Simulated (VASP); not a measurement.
# H17ClO8 in VASP: notebook

The runs below take H17ClO8 through single point, with PBE+D3(BJ).

Everything below comes from runs of VASP 6.6.1. Logs are shortened: lines on timing, memory, paths and dates and some standing lists are left out, and cuts for length are marked.

### Step 1. The cell of the first run

The cell holds an amorphous packing of atoms, 26 atoms: a = 5.773 Å, b = 5.505 Å, c = 6.143 Å, α = 90.00°, β = 90.00°, γ = 90.00°.

### Step 2. Single point, PBE+D3(BJ)

INCAR reads:

```
PREC     = Accurate       # precision mode
ENCUT    = 520            # plane-wave cutoff, eV
EDIFF    = 1E-6           # SCF threshold, eV
ISMEAR   = -1             # smearing method
SIGMA    = 0.05           # smearing width, eV
LREAL    = Auto         
LASPH    = T              # aspherical terms in the spheres
NELM     = 100            # most SCF steps
ALGO     = Normal         # electronic algorithm
ISIF     = 2              # what is computed and relaxed
LWAVE    = F              # write WAVECAR
LCHARG   = T              # write CHGCAR
GGA      = PE             # functional
IVDW     = 12             # dispersion correction
LELF     = T              # ELF
LVHAR    = T            
NBANDS   = 55             # bands
```

KPOINTS reads:

```
Automatic mesh
0
Gamma
  1 1 1
```

POSCAR reads:

```
H17ClO8
1.0
    5.7726590000      0.0000000000      0.0000000000
    0.0000000000      5.5050460000      0.0000000000
    0.0000000000      0.0000000000      6.1433280000
O H Cl
8 17 1
Direct
    0.5605389128     -0.0538415120      0.9978793253
    0.1933597671      0.5008314190      0.3247913834
    0.8037370647      0.3648470876      0.2059795603
    0.1225258585      0.7637175057     -0.0900814672
    0.5475986023      0.7266605947      0.3576400283
    0.0708165856      0.2212515572      0.8469676371
    1.0114403085      0.8255153545      0.5023824220
    0.6531305591      0.5535285264      0.7555188328
    0.6261239405      0.1026512767      0.9670979638
    0.6258987409     -0.1865379508      0.9088559165
    0.0728087351      0.5955081938      0.3805592018
    0.4048394336      0.5916390163      0.3318396804
    0.9030154042      0.2366011111      0.1588389876
    0.8675378192      0.3975080317      0.3575586392
    0.2239349319      0.7837899992      0.0118014210
    0.0075528452      0.6464432813     -0.0509495830
    0.6031189440      0.8441528009      0.2376399242
    0.5008437186      0.8338168291      0.4936737872
    0.2397335439      0.2156385251      0.8629524583
    0.0653251820      0.0396726930      0.8949709343
    1.1181155859      0.8989207356      0.6100113815
    0.8800970229      0.8904739397      0.5755512322
    0.6399304030      0.6049359079      0.6133808906
    0.7380654218      0.3997241803      0.7378736737
    0.2197947254      0.3546927673      0.4138147922
    0.5106485590      0.1414338772      0.5455837618
```

Potentials or basis: VASP PAW PBE potentials, release 64 (O, H, Cl).

The run is started by

```console
cat potpaw_PBE.64/O/POTCAR potpaw_PBE.64/H/POTCAR potpaw_PBE.64/Cl/POTCAR > POTCAR
mpirun -np 1 vasp_gam > vasp.out
```

OUTCAR:

```text
PREC = Accurate
   ENCUT = 520
   EDIFF = 1E-6
   ISMEAR = -1
   LREAL = Auto
   LASPH = T
   NELM = 100
   ISIF = 2
   GGA = PE
   IVDW = 12
 IVDW          = 12

 ion  position               nearest neighbor table
   1  0.561  0.946  0.998-   9 0.96  10 0.99
   2  0.193  0.501  0.325-  11 0.93  25 0.98  12 1.32
   3  0.804  0.365  0.206-  13 0.95  14 1.02
   4  0.123  0.764  0.910-  15 0.86  16 0.96
   5  0.548  0.727  0.358-  17 1.03  18 1.06  12 1.12
   6  0.071  0.221  0.847-  19 0.98  20 1.04
   7  0.011  0.826  0.502-  22 0.95  21 0.99
   8  0.653  0.554  0.756-  23 0.92  24 0.98
   9  0.626  0.103  0.967-   1 0.96
  10  0.626  0.813  0.909-   1 0.99
  11  0.073  0.596  0.381-   2 0.93
  12  0.405  0.592  0.332-   5 1.12   2 1.32
  13  0.903  0.237  0.159-   3 0.95
  14  0.868  0.398  0.358-   3 1.02
  15  0.224  0.784  0.012-   4 0.86
  16  0.008  0.646  0.949-   4 0.96
  17  0.603  0.844  0.238-   5 1.03
  18  0.501  0.834  0.494-   5 1.06  26 1.72
  19  0.240  0.216  0.863-   6 0.98
  20  0.065  0.040  0.895-   6 1.04
  21  0.118  0.899  0.610-   7 0.99
  22  0.880  0.890  0.576-   7 0.95
  23  0.640  0.605  0.613-   8 0.92
  24  0.738  0.400  0.738-   8 0.98
  25  0.220  0.355  0.414-   2 0.98
  26  0.511  0.141  0.546-  18 1.72

  LATTYP: Found a simple orthorhombic cell.
 ALAT       =     5.5050460000
 B/A-ratio  =     1.0486123095
 C/A-ratio  =     1.1159448986

  Lattice vectors:

 A1 = (   0.0000000000,  -5.5050460000,   0.0000000000)
 A2 = (   5.7726590000,   0.0000000000,   0.0000000000)
 A3 = (   0.0000000000,   0.0000000000,   6.1433280000)

Analysis of symmetry for initial positions (statically):
=====================================================================
 Subroutine PRICEL returns:
 Original cell was already a primitive cell.

 Routine SETGRP: Setting up the symmetry group for a
 simple orthorhombic supercell.

 Subroutine GETGRP returns: Found  1 space group operations
 (whereof  1 operations were pure point group operations)
 out of a pool of  8 trial point group operations.

The static configuration has the point symmetry C_1 .

Analysis of symmetry for dynamics (positions and initial velocities):
=====================================================================
 Subroutine PRICEL returns:
[... 133 lines left out ...]
   EDIFF  = 0.1E-05   stopping-criterion for ELM
   LREAL  =      T    real-space projection
   EDIFFG = 0.1E-04   stopping-criterion for IOM
   NSW    =      0    number of steps for IOM
   IBRION =     -1    ionic relax: 0-MD 1-quasi-New 2-CG
   NFREE  =      0    steps in history (QN), initial steepest desc. (CG)
   ISIF   =      2    stress and relaxation
   ISYM   =      2    0-nonsym 1-usesym 2-fastsym
   POTIM  = 0.5000    time-step for ionic-motion
   TEBEG  =    0.0;   TEEND  =   0.0 temperature during run
   PSTRESS=    0.0 pullay stress
   NELECT =      72.0000    total number of electrons
   NUPDOWN=      -1.0000    fix difference up-down
   EMIN   =  10.00;   EMAX   =-10.00  energy-range for DOS
   EFERMI =   0.00;   METHOD = LEGACY
   ISMEAR =    -1;   SIGMA  =   0.05  broadening in eV -4-tet -1-fermi 0-gaus
   EFERMI_NEDOS =   21; number of points for ismear=-14 and -15
   IALGO  =     38    algorithm
   IMIX   =      4    mixing-type and parameters
     AMIX     =   0.40;   BMIX     =  1.00
     AMIX_MAG =   1.60;   BMIX_MAG =  1.00
  volume/ion in A,a.u.               =       7.51        50.67
  Fermi-wavevector in a.u.,A,eV,Ry     =   1.174011  2.218559 18.752933  1.378302
  Thomas-Fermi vector in A             =   2.310415
   LORBIT       =      0    0 simple, 1 ext, 2 COOP (PROOUT), +10 PAW based schemes
   GGA     = PE    functional components
   LHFCALC =     F    Hartree Fock is set to
   AEXX    =    0.0000 exact exchange contribution
   IVDW    =    12    specifies the selected vdW correction
   LEPSILON=     F    determine dielectric tensor
   LRPA    =     F    only Hartree local field effects (RPA)
 non-spin polarized calculation
  energy-cutoff  :      520.00
  volume of cell :      195.23
 maximum number of plane-waves:      2648
 NGX is ok and might be reduce to    42
   NGX = 21   NGY = 21   NGZ = 23

 number of electron      71.9999992 magnetization

 Free energy of the ion-electron system (eV)
  ---------------------------------------------------
  ext. energy  EPLUGINS =         0.00000000
  ---------------------------------------------------
  free energy    TOTEN  =      -118.88298831 eV

  energy without entropy =     -118.88298831  energy(sigma->0) =     -118.88298831

 E-fermi :   0.3664     XC(G=0):  -8.4049

 val. band max:       -0.8241645518   @ k =   0.0000   0.0000   0.0000
 cond. band min:       3.2024887081   @ k =   0.0000   0.0000   0.0000
 fundamental gap:      4.0266532599
 Fermi energy:         0.3664247983

 k-point     1 :       0.0000    0.0000    0.0000
  band No.  band energies     occupation
      1     -22.0548      2.00000
      2     -21.5555      2.00000
      3     -21.2211      2.00000
      4     -20.7610      2.00000
      5     -20.5767      2.00000
      6     -20.4961      2.00000
[... 40 lines left out ...]
     47       9.2756      0.00000
     48       9.4575      0.00000
 [bands above 48 left out]

------------------------ aborting loop because EDIFF is reached ----------------------------------------

 Edisp (eV)   -1.43399

 E8    (eV) :    -0.3181

  FORCE on cell =-STRESS in cart. coord.  units (eV):
  Direction    XX          YY          ZZ          XY          YZ          ZX
  --------------------------------------------------------------------------------------
  -------------------------------------------------------------------------------------
  Total      13.46785    12.23245    13.37032    -0.42898     3.35299     1.32313
  in kB     110.52700   100.38838   109.72654    -3.52056    27.51707    10.85858
  external pressure =      106.88 kB  Pullay stress =        0.00 kB

 VOLUME and BASIS-vectors are now :
 -----------------------------------------------------------------------------
  energy-cutoff  :      520.00
  volume of cell :      195.23
      direct lattice vectors                 reciprocal lattice vectors
     5.772659000  0.000000000  0.000000000     0.173230395  0.000000000  0.000000000
     0.000000000  5.505046000  0.000000000     0.000000000  0.181651525  0.000000000
     0.000000000  0.000000000  6.143328000     0.000000000  0.000000000  0.162778221

 POSITION                                       TOTAL-FORCE (eV/Angst)
 -----------------------------------------------------------------------------------
      3.23580      5.20865      6.13030        -0.172646     -0.689994      1.291075
      1.11620      2.75710      1.99530         3.685948     -3.163101     -1.582704
      4.63970      2.00850      1.26540        -0.371971      0.914183      1.657173
      0.70730      4.20430      5.58993        -4.659022     -0.569015     -5.145109
      3.16110      4.00030      2.19710         0.268247     -1.127288      0.392697
      0.40880      1.21800      5.20320         0.267714     -2.113660      0.503921
[... 18 lines left out ...]
      1.26880      1.95260      2.54220         0.105034     -0.172632      0.102615
      2.94780      0.77860      3.35170        -0.565574      0.445774      0.994369
 -----------------------------------------------------------------------------------
    total drift:                                0.001839     -0.001352     -0.003615

  FREE ENERGIE OF THE ION-ELECTRON SYSTEM (eV)
  ---------------------------------------------------
  free  energy   TOTEN  =      -120.3169764181 eV

  energy  without entropy=     -120.3169764180  energy(sigma->0) =     -120.31697642
```

OSZICAR:

```text
N       E                     dE             d eps       ncg     rms          rms(c)
DAV:   1     0.610179534433E+03    0.61018E+03   -0.42914E+04   110   0.127E+03
DAV:   2    -0.767592447582E+02   -0.68694E+03   -0.65394E+03   133   0.318E+02
DAV:   3    -0.129952200767E+03   -0.53193E+02   -0.52796E+02   140   0.935E+01
DAV:   4    -0.130689979273E+03   -0.73778E+00   -0.73677E+00   140   0.119E+01
DAV:   5    -0.130696395961E+03   -0.64167E-02   -0.64157E-02   132   0.113E+00    0.215E+01
DAV:   6    -0.119093710801E+03    0.11603E+02   -0.32556E+01   124   0.258E+01    0.827E+00
DAV:   7    -0.118944061431E+03    0.14965E+00   -0.16253E+00   132   0.534E+00    0.529E+00
DAV:   8    -0.118884497351E+03    0.59564E-01   -0.33479E-01   132   0.305E+00    0.763E-01
DAV:   9    -0.118878962064E+03    0.55353E-02   -0.37260E-02   148   0.104E+00    0.348E-01
DAV:  10    -0.118882010634E+03   -0.30486E-02   -0.91029E-03   124   0.402E-01    0.124E-01
DAV:  11    -0.118882556957E+03   -0.54632E-03   -0.34561E-04   132   0.109E-01    0.739E-02
DAV:  12    -0.118882956193E+03   -0.39924E-03   -0.30883E-04   124   0.886E-02    0.182E-02
DAV:  13    -0.118882985286E+03   -0.29093E-04   -0.27111E-05   132   0.294E-02    0.675E-03
DAV:  14    -0.118882987510E+03   -0.22237E-05   -0.29099E-06   116   0.853E-03    0.371E-03
DAV:  15    -0.118882988309E+03   -0.79941E-06   -0.84719E-07    92   0.564E-03
   1 F= -.12031698E+03 E0= -.12031698E+03  d E =-.113361E-09
```

stdout:

```text
POSCAR found type information on POSCAR O H Cl
 POSCAR found :  3 types and      26 ions
 scaLAPACK will be used
 LDA part: xc-table for (Slater+PW92), standard interpolation
 POSCAR, INCAR and KPOINTS ok, starting setup
 FFT: planning ... GRIDC
 FFT: planning ... GRID_SOFT
 FFT: planning ... GRID
 WAVECAR not read
 entering main loop
```

Run time: 32 s. Hardware: 1 thread of Intel Xeon 8259CL, shared host; peak memory 0.28 GiB.

Results:

```yaml
Free_energy: -120.3170 eV
Pressure: 10.7 GPa
Largest_force: 7.903 eV/Å
Band_gap_on_the_k_mesh: 4.03 eV
Dispersion_energy_per_atom: -0.055 eV
```

Forces in eV/Å, atoms in the order of the input:
```
O   -0.173 -0.690  1.291
O    3.686 -3.163 -1.583
O   -0.372  0.914  1.657
O   -4.659 -0.569 -5.145
O    0.268 -1.127  0.393
O    0.268 -2.114  0.504
O    0.287  1.540  0.555
O    1.018 -0.524  3.460
H    0.317  0.362 -0.317
H    0.060  0.071 -0.368
H   -1.414  2.173  1.451
H   -0.204  1.155 -0.387
H    0.852 -0.539 -0.580
H   -1.465 -0.701 -1.942
H    5.416  0.541  5.730
H   -0.361 -0.676  0.365
H   -0.907 -0.544 -0.147
H    0.091  0.514 -1.424
H    0.205  1.095 -0.564
H   -0.934  1.310 -0.681
H    0.686 -0.610 -0.666
H   -1.759  0.295 -0.156
H   -0.302  0.765 -2.971
H   -0.142  0.249  0.427
H    0.105 -0.173  0.103
Cl  -0.566  0.446  0.994
```

Levels at points of the mesh, in eV from the valence-band top:
```
           k point  band 33  band 34  band 35  band 36  band 37  band 38  band 39  band 40
(0.00, 0.00, 0.00)    -1.09    -0.91    -0.31     0.00     4.03     7.22     7.51     7.56
```

Caveat: the k points lie up to 1.14 Å⁻¹ apart.

[end of part 1 of 2]
